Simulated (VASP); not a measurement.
# ZnSe (zincblende type) (F-43m) in VASP: notebook, part 2 of 2

VASP 6.6.1. The steps go on from the part before.

## Step 4: Relaxation of cell and atoms, PBEsol

This run uses another cell than the first one, of 23.88 Å³/atom, 1.069 times its volume.

INCAR reads:

```
SYSTEM = ZnSe
ALGO = Normal ; EDIFF = 1E-6
EDIFFG = -0.005 ; ENCUT = 600
GGA = PS ; IBRION = 2
ISIF = 3 ; ISMEAR = -1
LASPH = .TRUE. ; LCHARG = .FALSE.
LREAL = .FALSE. ; LWAVE = .FALSE.
NELM = 60 ; NSW = 60
PREC = Accurate ; SIGMA = 0.08
```

KPOINTS reads:

```
k-points
0
G
  11 11 11
  0 0 0
```

POSCAR reads:

```
ZnSe
1.0
    0.0000000000      2.8798249876      2.8798249876
    2.8798249876      0.0000000000      2.8798249876
    2.8798249876      2.8798249876      0.0000000000
Zn Se
1 1
Direct
    0.0000000000      0.0000000000      0.0000000000
    0.2500000000      0.2500000000      0.2500000000
```

Potentials or basis: VASP PAW PBE potentials, release 64 (Zn, Se).

On the command line:

```console
$ cat potpaw_PBE.64/Zn/POTCAR potpaw_PBE.64/Se/POTCAR > POTCAR
$ mpirun -np 1 vasp_std > vasp.out
```

OUTCAR:

```text
SYSTEM = ZnSe
   EDIFF = 1E-6
   EDIFFG = -0.005
   ENCUT = 600
   GGA = PS
   IBRION = 2
   ISIF = 3
   ISMEAR = -1
   LASPH = .TRUE.
   LREAL = .FALSE.
   NELM = 60
   NSW = 60
   PREC = Accurate

 ion  position               nearest neighbor table
   1  0.000  0.000  0.000-   2 2.49   2 2.49   2 2.49   2 2.49
   2  0.250  0.250  0.250-   1 2.49   1 2.49   1 2.49   1 2.49

  LATTYP: Found a face centered cubic cell.
 ALAT       =     5.7596499752

  Lattice vectors:

 A1 = (   0.0000000000,   2.8798249876,   2.8798249876)
 A2 = (   2.8798249876,   0.0000000000,   2.8798249876)
 A3 = (   2.8798249876,   2.8798249876,   0.0000000000)

Analysis of symmetry for initial positions (statically):
=====================================================================
 Subroutine PRICEL returns:
 Original cell was already a primitive cell.

 Routine SETGRP: Setting up the symmetry group for a
 face centered cubic supercell.

 Subroutine GETGRP returns: Found 24 space group operations
 (whereof 24 operations were pure point group operations)
 out of a pool of 48 trial point group operations.

The static configuration has the point symmetry T_d .

Analysis of symmetry for dynamics (positions and initial velocities):
=====================================================================
 Subroutine PRICEL returns:
 Original cell was already a primitive cell.

 Routine SETGRP: Setting up the symmetry group for a
 face centered cubic supercell.

 Subroutine GETGRP returns: Found 24 space group operations
 (whereof 24 operations were pure point group operations)
 out of a pool of 48 trial point group operations.

The dynamic configuration has the point symmetry T_d .

 Subroutine INISYM returns: Found 24 space group operations
 (whereof 24 operations are pure point group operations),
 and found     1 'primitive' translations

----------------------------------------------------------------------------------------

                                     Primitive cell

  volume of cell :      47.7670

  direct lattice vectors                    reciprocal lattice vectors
     0.000000000  2.879824988  2.879824988    -0.173621662  0.173621662  0.173621662
     2.879824988  0.000000000  2.879824988     0.173621662 -0.173621662  0.173621662
     2.879824988  2.879824988  0.000000000     0.173621662  0.173621662 -0.173621662

  length of vectors
     4.072687555  4.072687555  4.072687555     0.300721540  0.300721540  0.300721540

  position of ions in fractional coordinates (direct lattice)
     0.000000000  0.000000000  0.000000000
     0.250000000  0.250000000  0.250000000

  ion indices of the primitive-cell ions
   primitive index   ion index
                 1           1
                 2           2

----------------------------------------------------------------------------------------

 KPOINTS: k-points

Automatic generation of k-mesh.
 Grid dimensions read from file:
 generate k-points for:   11   11   11

 Generating k-lattice:

  Cartesian coordinates                     Fractional coordinates (reciprocal lattice)
    -0.015783787  0.015783787  0.015783787     0.090909091  0.000000000  0.000000000
     0.015783787 -0.015783787  0.015783787     0.000000000  0.090909091  0.000000000
[... 52 lines left out ...]
   ISPIN  =      1    spin polarized calculation?
   LNONCOLLINEAR =      F non collinear calculations
   LSORBIT =      F    spin-orbit coupling
   LASPH  =      T    aspherical Exc in radial PAW
   ENCUT  =  600.0 eV  44.10 Ry    6.64 a.u.   8.13  8.13  8.13*2*pi/ulx,y,z
   NELM   =     60;   NELMIN=  2; NELMDL= -5     # of ELM steps
   EDIFF  = 0.1E-05   stopping-criterion for ELM
   LREAL  =      F    real-space projection
   EDIFFG = -.5E-02   stopping-criterion for IOM
   NSW    =     60    number of steps for IOM
   IBRION =      2    ionic relax: 0-MD 1-quasi-New 2-CG
   NFREE  =      1    steps in history (QN), initial steepest desc. (CG)
   ISIF   =      3    stress and relaxation
   ISYM   =      2    0-nonsym 1-usesym 2-fastsym
   POTIM  = 0.5000    time-step for ionic-motion
   TEBEG  =    0.0;   TEEND  =   0.0 temperature during run
   PSTRESS=    0.0 pullay stress
   NELECT =      18.0000    total number of electrons
   NUPDOWN=      -1.0000    fix difference up-down
   EMIN   =  10.00;   EMAX   =-10.00  energy-range for DOS
   EFERMI =   0.00;   METHOD = LEGACY
   ISMEAR =    -1;   SIGMA  =   0.08  broadening in eV -4-tet -1-fermi 0-gaus
   EFERMI_NEDOS =   21; number of points for ismear=-14 and -15
   IALGO  =     38    algorithm
   IMIX   =      4    mixing-type and parameters
     AMIX     =   0.40;   BMIX     =  1.00
     AMIX_MAG =   1.60;   BMIX_MAG =  1.00
  volume/ion in A,a.u.               =      23.88       161.17
  Fermi-wavevector in a.u.,A,eV,Ry     =   1.182468  2.234541 19.024097  1.398232
  Thomas-Fermi vector in A             =   2.318722
   LORBIT       =      0    0 simple, 1 ext, 2 COOP (PROOUT), +10 PAW based schemes
   GGA     = PS    functional components
   LHFCALC =     F    Hartree Fock is set to
   AEXX    =    0.0000 exact exchange contribution
   IVDW    =     0    specifies the selected vdW correction
   LEPSILON=     F    determine dielectric tensor
   LRPA    =     F    only Hartree local field effects (RPA)
 conjugate gradient relaxation of ions
 non-spin polarized calculation
  energy-cutoff  :      600.00
  volume of cell :       47.77
 maximum number of plane-waves:      1639
 NGX is ok and might be reduce to    36
   NGX = 17   NGY = 17   NGZ = 17

--------------------------------------- Ionic step        1  -------------------------------------------

 number of electron      17.9999993 magnetization

 Free energy of the ion-electron system (eV)
  ---------------------------------------------------
  ext. energy  EPLUGINS =         0.00000000
  ---------------------------------------------------
  free energy    TOTEN  =        -6.74045353 eV

  energy without entropy =       -6.74043783  energy(sigma->0) =       -6.74044568

------------------------ aborting loop because EDIFF is reached ----------------------------------------

  FORCE on cell =-STRESS in cart. coord.  units (eV):
  Direction    XX          YY          ZZ          XY          YZ          ZX
  --------------------------------------------------------------------------------------
  -------------------------------------------------------------------------------------
  Total       -1.0574728     -1.0574728     -1.0574728      0.0000000      0.0000000      0.0000000
  in kB      -35.4692102    -35.4692102    -35.4692102      0.0000000      0.0000000      0.0000000
  external PRESSURE =     -35.4692102 kB  Pullay stress =       0.0000000 kB
[... 59 lines left out ...]
--------------------------------------- Ionic step        3  -------------------------------------------

 number of electron      18.0000006 magnetization

 Free energy of the ion-electron system (eV)
  ---------------------------------------------------
  ext. energy  EPLUGINS =         0.00000000
  ---------------------------------------------------
  free energy    TOTEN  =        -6.77451176 eV

  energy without entropy =       -6.77450800  energy(sigma->0) =       -6.77450988

 E-fermi :   2.3340     XC(G=0):  -9.5939

 val. band max:        1.6152318703   @ k =   0.0000   0.0000   0.0000
 cond. band min:       2.8452988845   @ k =   0.0000   0.0000   0.0000
 fundamental gap:      1.2300670142
 Fermi energy:         2.3339998090

 k-point     1 :       0.0000    0.0000    0.0000
  band No.  band energies     occupation
      1     -11.7674      2.00000
      2      -4.9969      2.00000
      3      -4.9969      2.00000
      4      -4.9969      2.00000
      5      -4.6117      2.00000
      6      -4.6117      2.00000
      7       1.6152      1.99975
      8       1.6152      1.99975
      9       1.6152      1.99975
     10       2.8453      0.00335
     11       7.3425      0.00000
     12       7.3425      0.00000
     13       7.3425      0.00000
[... 354 lines left out ...]
  band No.  band energies     occupation
      1     -11.2580      2.00000
      2      -4.9264      2.00000
      3      -4.9253      2.00000
      4      -4.9055      2.00000
      5      -4.6286      2.00000
      6      -4.5911      2.00000
      7      -1.7045      2.00000
      8      -0.1135      2.00000
      9       1.1355      2.00000
     10       5.3400      0.00000
     11       7.4302      0.00000
     12       8.1905      0.00000
     13       8.2122      0.00000

 [... further k-points ...]

------------------------ aborting loop because EDIFF is reached ----------------------------------------

  FORCE on cell =-STRESS in cart. coord.  units (eV):
  Direction    XX          YY          ZZ          XY          YZ          ZX
  --------------------------------------------------------------------------------------
  -------------------------------------------------------------------------------------
  Total        0.0078366      0.0078366      0.0078366      0.0000000      0.0000000      0.0000000
  in kB        0.2799836      0.2799836      0.2799836      0.0000000      0.0000000      0.0000000
  external PRESSURE =       0.2799836 kB  Pullay stress =       0.0000000 kB
[... 17 lines left out ...]
  FREE ENERGIE OF THE ION-ELECTRON SYSTEM (eV)
  ---------------------------------------------------
  free  energy   TOTEN  =        -6.7745117624 eV

  energy  without entropy=       -6.7745080021  energy(sigma->0) =       -6.77450988

 reached required accuracy - stopping structural energy minimisation
```

OSZICAR:

```text
N       E                     dE             d eps       ncg     rms          rms(c)
DAV:   1     0.902336371179E+02    0.90234E+02   -0.97845E+03  1456   0.173E+03
DAV:   2    -0.854607864173E+00   -0.91088E+02   -0.87085E+02  1531   0.290E+02
DAV:   3    -0.697749030654E+01   -0.61229E+01   -0.60927E+01  1796   0.724E+01
[... 25 lines left out ...]
DAV:   4    -0.677462858308E+01    0.10192E-02   -0.59462E-04  1637   0.275E-01    0.905E-02
DAV:   5    -0.677450887796E+01    0.11971E-03   -0.14236E-04  2184   0.241E-01    0.949E-03
DAV:   6    -0.677451088372E+01   -0.20058E-05   -0.44416E-05  1521   0.113E-01    0.847E-03
DAV:   7    -0.677451206907E+01   -0.11853E-05   -0.51115E-06  1391   0.499E-02    0.447E-03
DAV:   8    -0.677451176236E+01    0.30671E-06   -0.13442E-06   748   0.268E-02
   3 F= -.67745118E+01 E0= -.67745099E+01  d E =-.340582E-01
```

It took 53 s on 1 thread of Intel Xeon 6975P-C (Granite Rapids), shared host; peak memory 0.23 GiB.

Results:

```
Free energy                            : -6.7745 eV
Relaxed volume                         : 22.42 Å³/atom
Relaxed cell                           : a = 3.988 Å, b = 3.988 Å, c = 3.988 Å, α = 60.00°, β = 60.00°, γ = 60.00°
Space group after relaxing (to 0.05 Å) : F-43m (No. 216)
Energy gained by relaxing              : 17.0 meV/atom
Ionic steps                            : 3
Pressure after relaxing                : 0.0 GPa
Band gap on the k mesh                 : 1.23 eV, direct
```

Step by step:
| step | energy change (eV) | largest force (eV/Å) | pressure (GPa) | volume (Å³) |
| --- | --- | --- | --- | --- |
| 1 | 0.0000 | 0.0000 | -3.55 | 47.77 |
| 2 | -0.0321 | 0.0000 | 0.94 | 44.20 |
| 3 | -0.0341 | 0.0000 | 0.03 | 44.84 |

Final structure:
```
CELL_PARAMETERS angstrom
0.00000 2.81984 2.81984
2.81984 0.00000 2.81984
2.81984 2.81984 0.00000
ATOMIC_POSITIONS crystal
Zn 0.00000 0.00000 0.00000
Se 0.25000 0.25000 0.25000
```

Caveat: the PAW data sets were made with another functional, which shifts forces and pressure a little. As with any semilocal functional, this PBEsol gap is likely too small.
